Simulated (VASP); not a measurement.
# KI (F-43m) in VASP: settings compared

KI is run at these levels: LDA, r2SCAN, PBE, HSE06; tasks: relaxation of cell and atoms, single point.

Program: VASP 6.6.1. These are calculated values, not measurements. Logs are shortened: lines on timing, memory, paths and dates and some standing lists are left out, and cuts for length are marked.

### Step 1. The cell of the first run

It takes space group F-43m (No. 216, cubic). Conventional cell: a = 7.995 Å, b = 7.995 Å, c = 7.995 Å, α = 90.00°, β = 90.00°, γ = 90.00°. Within 4.6 Å of K (site symmetry -43m) lie 4 I at 3.46 Å. I (site symmetry -43m) has 4 K at 3.46 Å within 4.6 Å.

### Step 2. Relaxation of cell and atoms, LDA

INCAR

```
ALGO = Normal
EDIFF = 1E-7
EDIFFG = -0.005
ENCUT = 600
IBRION = 2
ISIF = 3
ISMEAR = -1
LASPH = True
LCHARG = False
LREAL = False
LWAVE = False
NELM = 100
NSW = 80
PREC = Accurate
SIGMA = 0.02
```

KPOINTS

```
k-points
0
Gamma
  6 6 6
```

POSCAR

```
KI
1.0
    0.0000000000      3.9973717352      3.9973717352
    3.9973717352      0.0000000000      3.9973717352
    3.9973717352      3.9973717352      0.0000000000
K I
1 1
Direct
    0.0000000000      0.0000000000      0.0000000000
    0.2500000000      0.2500000000      0.2500000000
```

Potentials or basis: VASP PAW LDA potentials, release 64 (K_sv, I).

The run is started by

```bash
> cat potpaw_LDA.64/K_sv/POTCAR potpaw_LDA.64/I/POTCAR > POTCAR
> mpirun -np 1 vasp_std > vasp.out
```

OUTCAR:

```text
EDIFF = 1E-7
   EDIFFG = -0.005
   ENCUT = 600
   IBRION = 2
   ISIF = 3
   ISMEAR = -1
   LASPH = True
   LREAL = False
   NELM = 100
   NSW = 80
   PREC = Accurate

 ion  position               nearest neighbor table
   1  0.000  0.000  0.000-   2 3.46   2 3.46   2 3.46   2 3.46
   2  0.250  0.250  0.250-   1 3.46   1 3.46   1 3.46   1 3.46

  LATTYP: Found a face centered cubic cell.
 ALAT       =     7.9947434704

  Lattice vectors:

 A1 = (   0.0000000000,   3.9973717352,   3.9973717352)
 A2 = (   3.9973717352,   0.0000000000,   3.9973717352)
 A3 = (   3.9973717352,   3.9973717352,   0.0000000000)

Analysis of symmetry for initial positions (statically):
=====================================================================
 Subroutine PRICEL returns:
 Original cell was already a primitive cell.

 Routine SETGRP: Setting up the symmetry group for a
 face centered cubic supercell.

 Subroutine GETGRP returns: Found 24 space group operations
 (whereof 24 operations were pure point group operations)
 out of a pool of 48 trial point group operations.

The static configuration has the point symmetry T_d .

Analysis of symmetry for dynamics (positions and initial velocities):
=====================================================================
 Subroutine PRICEL returns:
 Original cell was already a primitive cell.

 Routine SETGRP: Setting up the symmetry group for a
 face centered cubic supercell.

 Subroutine GETGRP returns: Found 24 space group operations
 (whereof 24 operations were pure point group operations)
 out of a pool of 48 trial point group operations.

The dynamic configuration has the point symmetry T_d .

 Subroutine INISYM returns: Found 24 space group operations
 (whereof 24 operations are pure point group operations),
 and found     1 'primitive' translations

----------------------------------------------------------------------------------------

                                     Primitive cell

  volume of cell :     127.7479

  direct lattice vectors                    reciprocal lattice vectors
     0.000000000  3.997371735  3.997371735    -0.125082187  0.125082187  0.125082187
     3.997371735  0.000000000  3.997371735     0.125082187 -0.125082187  0.125082187
     3.997371735  3.997371735  0.000000000     0.125082187  0.125082187 -0.125082187

  length of vectors
     5.653137322  5.653137322  5.653137322     0.216648703  0.216648703  0.216648703

[... 64 lines left out ...]
   ICHARG =      2    charge: 1-file 2-atom 10-const
   ISPIN  =      1    spin polarized calculation?
   LNONCOLLINEAR =      F non collinear calculations
   LSORBIT =      F    spin-orbit coupling
   LASPH  =      T    aspherical Exc in radial PAW
   ENCUT  =  600.0 eV  44.10 Ry    6.64 a.u.  11.29 11.29 11.29*2*pi/ulx,y,z
   NELM   =    100;   NELMIN=  2; NELMDL= -5     # of ELM steps
   EDIFF  = 0.1E-06   stopping-criterion for ELM
   LREAL  =      F    real-space projection
   EDIFFG = -.5E-02   stopping-criterion for IOM
   NSW    =     80    number of steps for IOM
   IBRION =      2    ionic relax: 0-MD 1-quasi-New 2-CG
   NFREE  =      1    steps in history (QN), initial steepest desc. (CG)
   ISIF   =      3    stress and relaxation
   ISYM   =      2    0-nonsym 1-usesym 2-fastsym
   POTIM  = 0.5000    time-step for ionic-motion
   TEBEG  =    0.0;   TEEND  =   0.0 temperature during run
   PSTRESS=    0.0 pullay stress
   NELECT =      16.0000    total number of electrons
   NUPDOWN=      -1.0000    fix difference up-down
   EMIN   =  10.00;   EMAX   =-10.00  energy-range for DOS
   EFERMI =   0.00;   METHOD = LEGACY
   ISMEAR =    -1;   SIGMA  =   0.02  broadening in eV -4-tet -1-fermi 0-gaus
   EFERMI_NEDOS =   21; number of points for ismear=-14 and -15
   IALGO  =     38    algorithm
   IMIX   =      4    mixing-type and parameters
     AMIX     =   0.40;   BMIX     =  1.00
     AMIX_MAG =   1.60;   BMIX_MAG =  1.00
  volume/ion in A,a.u.               =      63.87       431.04
  Fermi-wavevector in a.u.,A,eV,Ry     =   0.819087  1.547851  9.128207  0.670904
  Thomas-Fermi vector in A             =   1.929830
   LORBIT       =      0    0 simple, 1 ext, 2 COOP (PROOUT), +10 PAW based schemes
   GGA     = CA    functional components
   LHFCALC =     F    Hartree Fock is set to
   AEXX    =    0.0000 exact exchange contribution
   IVDW    =     0    specifies the selected vdW correction
   LEPSILON=     F    determine dielectric tensor
   LRPA    =     F    only Hartree local field effects (RPA)
 conjugate gradient relaxation of ions
 non-spin polarized calculation
  energy-cutoff  :      600.00
  volume of cell :      127.75
 maximum number of plane-waves:      4314
 NGX is ok and might be reduce to    48
   NGX = 23   NGY = 23   NGZ = 23

--------------------------------------- Ionic step        1  -------------------------------------------

 number of electron      16.0000000 magnetization

 Free energy of the ion-electron system (eV)
  ---------------------------------------------------
  ext. energy  EPLUGINS =         0.00000000
  ---------------------------------------------------
  free energy    TOTEN  =        -5.78359564 eV

  energy without entropy =       -5.78359564  energy(sigma->0) =       -5.78359564

------------------------ aborting loop because EDIFF is reached ----------------------------------------

  FORCE on cell =-STRESS in cart. coord.  units (eV):
  Direction    XX          YY          ZZ          XY          YZ          ZX
  --------------------------------------------------------------------------------------
  -------------------------------------------------------------------------------------
  Total       -0.7387235     -0.7387235     -0.7387235      0.0000000      0.0000000      0.0000000
  in kB       -9.2648609     -9.2648609     -9.2648609      0.0000000      0.0000000      0.0000000
  external PRESSURE =      -9.2648609 kB  Pullay stress =       0.0000000 kB
[... 95 lines left out ...]
--------------------------------------- Ionic step        4  -------------------------------------------

 number of electron      16.0000000 magnetization

 Free energy of the ion-electron system (eV)
  ---------------------------------------------------
  ext. energy  EPLUGINS =         0.00000000
  ---------------------------------------------------
  free energy    TOTEN  =        -5.83453090 eV

  energy without entropy =       -5.83453090  energy(sigma->0) =       -5.83453090

 E-fermi :  -1.5521     XC(G=0):  -6.5308

 val. band max:       -2.0568680765   @ k =  -0.1667   0.1667   0.0000
 cond. band min:       1.7382818613   @ k =   0.0000   0.0000   0.0000
 fundamental gap:      3.7951499378
 Fermi energy:        -1.5520938939

 k-point     1 :       0.0000    0.0000    0.0000
  band No.  band energies     occupation
      1     -29.9155      2.00000
      2     -13.6665      2.00000
      3     -13.6665      2.00000
      4     -13.6665      2.00000
      5     -12.1809      2.00000
      6      -2.0672      2.00000
      7      -2.0672      2.00000
      8      -2.0672      2.00000
      9       1.7383      0.00000
     10       5.4356      0.00000
     11       5.4356      0.00000
     12       6.1961      0.00000
[... 252 lines left out ...]
  FREE ENERGIE OF THE ION-ELECTRON SYSTEM (eV)
  ---------------------------------------------------
  free  energy   TOTEN  =        -5.8345308971 eV

  energy  without entropy=       -5.8345308971  energy(sigma->0) =       -5.83453090

 reached required accuracy - stopping structural energy minimisation
```

CONTCAR:

```text
KI
   1.00000000000000
     0.0000000000000000    3.8264152878685747    3.8264152878685747
     3.8264152878685747    0.0000000000000000    3.8264152878685747
     3.8264152878685747    3.8264152878685747    0.0000000000000000
  K               I
     1     1
Direct
     0.0000000000000000    0.0000000000000000    1.0000000000000000
     0.2500000000000000    0.2500000000000000    0.2500000000000000

  0.00000000E+00  0.00000000E+00  0.00000000E+00
  0.00000000E+00  0.00000000E+00  0.00000000E+00
```

Run time: 41 s. Hardware: 1 thread of Intel Xeon 6975P-C (Granite Rapids), shared host; peak memory 0.27 GiB.

What came out:

| Property | Result |
| --- | --- |
| Free energy | -5.8345 eV |
| Relaxed volume | 56.02 Å³/atom |
| Relaxed cell | a = 5.411 Å, b = 5.411 Å, c = 5.411 Å, α = 60.00°, β = 60.00°, γ = 60.00° |
| Space group after relaxing (to 0.1 Å) | F-43m (No. 216) |
| Energy gained by relaxing | 25.5 meV/atom |
| Ionic steps | 4 |
| Pressure after relaxing | 0.0 GPa |
| Band gap on the k mesh | 3.80 eV (least direct gap 3.81 eV) |

Step by step:
| step | energy change (eV) | largest force (eV/Å) | pressure (GPa) | volume (Å³) |
| --- | --- | --- | --- | --- |
| 1 | 0.0000 | 0.0000 | -0.93 | 127.75 |
| 2 | -0.0327 | 0.0000 | -0.62 | 121.04 |
| 3 | -0.0505 | 0.0000 | -0.10 | 113.45 |
| 4 | -0.0509 | 0.0000 | 0.01 | 112.05 |

Final structure:
```
K I
1.0
     0.00000    3.82642    3.82642
     3.82642    0.00000    3.82642
     3.82642    3.82642    0.00000
K I
1 1
Direct
  0.00000 0.00000 0.00000
  0.25000 0.25000 0.25000
```

Caveat: spin-orbit coupling is left out, which moves the levels of the heavy elements. A k mesh can miss the band edges.

### Step 3. Relaxation of cell and atoms, r2SCAN

POSCAR is that of step 2.

INCAR.step1

```
SYSTEM = KI
PREC = Accurate
ENCUT = 600
ISMEAR = -1
SIGMA = 0.02
LREAL = .FALSE.
LASPH = .TRUE.
NELM = 80
GGA = PE
ALGO = Normal
EDIFF = 1E-4
LWAVE = .TRUE.
LCHARG = .FALSE.
```

INCAR.step2

```
SYSTEM = KI
PREC = Accurate
ENCUT = 600
EDIFF = 1E-6
ISMEAR = -1
SIGMA = 0.02
LREAL = .FALSE.
LASPH = .TRUE.
NELM = 80
ALGO = Normal
ISIF = 3
LWAVE = .FALSE.
LCHARG = .FALSE.
METAGGA = R2SCAN
LMIXTAU = .TRUE.
IBRION = 2
NSW = 80
EDIFFG = -0.005
ISTART = 1
```

KPOINTS

```
Automatic mesh
0
G
  6 6 6
  0 0 0
```

Potentials or basis: VASP PAW PBE potentials, release 64 (K_sv, I).

The run is started by

```bash
> cat potpaw_PBE.64/K_sv/POTCAR potpaw_PBE.64/I/POTCAR > POTCAR
> cp INCAR.step1 INCAR
> mpirun -np 1 vasp_std > vasp.out
> cp INCAR.step2 INCAR
> mpirun -np 1 vasp_std > vasp.out
```

It took 4 min on 1 thread of Intel Xeon 6975P-C (Granite Rapids), shared host; peak memory 0.36 GiB.

It converged, with:

```yaml
Free_energy: -33.7154 eV
Relaxed_volume: 62.48 Å³/atom
Relaxed_cell: a = 5.612 Å, b = 5.612 Å, c = 5.612 Å, α = 60.00°, β = 60.00°, γ = 60.00°
Space_group_after_relaxing_to_0.1_Å: F-43m (No. 216)
Energy_gained_by_relaxing: 0.7 meV/atom
Ionic_steps: 4
Pressure_after_relaxing: 0.0 GPa
Band_gap_on_the_k_mesh: 4.47 eV
```

Step by step:
| step | energy change (eV) | largest force (eV/Å) | pressure (GPa) | volume (Å³) |
| --- | --- | --- | --- | --- |
| 1 | 0.0000 | 0.0000 | -0.17 | 127.75 |
| 2 | -0.0010 | 0.0000 | -0.10 | 126.52 |
| 3 | -0.0014 | 0.0000 | 0.04 | 124.34 |
| 4 | -0.0015 | 0.0000 | 0.00 | 124.95 |

Final structure:
```
K I
1.0
     0.00000    3.96801    3.96801
     3.96801    0.00000    3.96801
     3.96801    3.96801    0.00000
K I
1 1
Direct
  0.00000 0.00000 0.00000
  0.25000 0.25000 0.25000
```

Levels at points of the mesh, in eV from the valence-band top:
```tsv
k point	band 6	band 7	band 8	band 9	band 10	band 11
(0.00, 0.00, 0.00)	0.00	0.00	0.00	4.47	8.19	8.19
(0.50, 0.00, 0.00)	-0.45	-0.01	-0.01	6.28	6.96	7.71
(0.50, 0.50, 0.00)	-0.47	-0.06	-0.06	5.69	6.84	8.72
```

Caveat: the PAW data sets were made with another functional, which shifts forces and pressure a little; spin-orbit coupling is left out, which moves the levels of the heavy elements. A k mesh can miss the band edges.

### Step 4. Single point, PBE, non-collinear spin, zero start, spin-orbit coupling

This run uses another cell than the first one, of 62.38 Å³/atom.

INCAR

```
SYSTEM = KI
  PREC = Accurate
  ENCUT = 520
  EDIFF = 1E-6
  ISMEAR = 0
  SIGMA = 0.01
  LREAL = .False.
  LASPH = .True.
  NELM = 150
  ALGO = Normal
  ISIF = 2
  LWAVE = .False.
  LCHARG = .False.
  MAGMOM = 0 0 0 0 0 0
  LORBIT = 11
  LSORBIT = .True.
  GGA_COMPAT = .False.
  LORBMOM = .True.
  GGA = PE
  NBANDS = 28
```

KPOINTS

```
Automatic mesh
0
Gamma
  6 6 6
  0 0 0
```

POSCAR

```
KI
1.0
    0.0000000000      3.9658927787      3.9658927787
    3.9658927787      0.0000000000      3.9658927787
    3.9658927787      3.9658927787      0.0000000000
K I
1 1
Direct
    0.0000000000      0.0000000000      0.0000000000
    0.2500000000      0.2500000000      0.2500000000
```

The run is started by

```bash
> cat potpaw_PBE.64/K_sv/POTCAR potpaw_PBE.64/I/POTCAR > POTCAR
> mpirun -np 1 vasp_ncl > vasp.out
```

It took 2 min on 1 thread of Intel Xeon 6975P-C (Granite Rapids), shared host; peak memory 0.59 GiB.

The run converged. Its results:

```yaml
Free_energy: -5.5124 eV
Pressure: 0.2 GPa
Net_moment: 0.00 μB per cell
Valence_electrons_inside_the_program's_atomic_spheres: K 7.56; I 4.34
```

Moments on the atoms (μB; x, y, z):
```
K   0.00 0.00 0.00
I   0.00 0.00 0.00
```

### Step 5. Single point, HSE06

This run uses another cell than the first one, of 62.38 Å³/atom.

POSCAR is that of step 4.

INCAR.step1

```
PREC = Accurate ; ENCUT = 520
EDIFF = 1E-5 ; ISMEAR = 0
SIGMA = 0.01 ; LREAL = F
LASPH = T ; NELM = 60
ALGO = Normal ; ISIF = 2
LWAVE = T ; LCHARG = F
NBANDS = 15 ; GGA = PE
```

INCAR.step2

```
PREC = Accurate ; ENCUT = 520
EDIFF = 1E-7 ; ISMEAR = 0
SIGMA = 0.01 ; LREAL = F
LASPH = T ; NELM = 60
ALGO = Normal ; ISIF = 2
LWAVE = F ; LCHARG = F
GGA = PE ; LHFCALC = T
HFSCREEN = 0.2079 ; PRECFOCK = Normal
NBANDS = 15 ; ISTART = 1
```

KPOINTS

```
regular mesh
0
Gamma
  4 4 4
```

The run is started by

```bash
> cat potpaw_PBE.64/K_sv/POTCAR potpaw_PBE.64/I/POTCAR > POTCAR
> cp INCAR.step1 INCAR
> mpirun -np 1 vasp_std > vasp.out
> cp INCAR.step2 INCAR
> mpirun -np 1 vasp_std > vasp.out
```

Run time: 5.1 min. Hardware: 1 thread of Intel Xeon 6975P-C (Granite Rapids), shared host; peak memory 0.39 GiB.

The run converged. Its results:

```yaml
Free_energy: -6.2138 eV
Pressure: 0.1 GPa
Band_gap_on_the_k_mesh: 4.88 eV
```

Levels at points of the mesh, in eV from the valence-band top:
```
           k point  band 5  band 6  band 7  band 8  band 9  band 10  band 11  band 12
(0.00, 0.00, 0.00)  -10.87    0.00    0.00    0.00    4.88     8.78     8.78     9.25
(0.50, 0.00, 0.00)  -10.76   -0.48   -0.01   -0.01    6.66     7.50     8.22     8.22
(0.50, 0.50, 0.00)  -10.72   -0.50   -0.07   -0.07    6.23     7.29     9.04     9.64
```

Caveat: the PAW data sets were made with another functional, which shifts forces and pressure a little; spin-orbit coupling is left out, which moves the levels of the heavy elements.

### Step 6. Summary

| task | level | potentials or basis | spin | cell | k mesh | cutoff (eV) | smearing | grid for exact exchange (PRECFOCK) | share of exact exchange | screening parameter | gap on the mesh (eV) | pressure (GPa) | relaxed volume (Å³/atom) |
| --- | --- | --- | --- | --- | --- | --- | --- | --- | --- | --- | --- | --- | --- |
| relaxation of cell and atoms | LDA | VASP PAW LDA potentials, release 64 (K_sv, I) | off | relaxed from a = 5.653 Å, angles 60.0°, 2 atoms | 6 × 6 × 6 | 600 | fermi-dirac 0.02 eV | - | - | - | 3.80 | 0.0 | 56.02 |
| relaxation of cell and atoms | r2SCAN | VASP PAW PBE potentials, release 64 (K_sv, I) | off | relaxed from a = 5.653 Å, angles 60.0°, 2 atoms | 6 × 6 × 6 | 600 | fermi-dirac 0.02 eV | - | - | - | 4.47 | 0.0 | 62.48 |
| single point | PBE | VASP PAW PBE potentials, release 64 (K_sv, I) | non-collinear, zero start, SOC | a = 5.609 Å, angles 60.0°, 2 atoms | 6 × 6 × 6 | 520 | gaussian 0.01 eV | - | - | - | - | 0.2 | - |
| single point | HSE06 | VASP PAW PBE potentials, release 64 (K_sv, I) | off | a = 5.609 Å, angles 60.0°, 2 atoms | 4 × 4 × 4 | 520 | gaussian 0.01 eV | Normal | 0.25 | 0.2079 1/Å | 4.88 | 0.1 | - |

Caveats: spin-orbit coupling is left out, which moves the levels of the heavy elements (at least some runs); the PAW data sets were made with another functional, which shifts forces and pressure a little (at least some runs).

Total energies depend on the potentials used, so only differences within one code and one set of settings carry meaning.
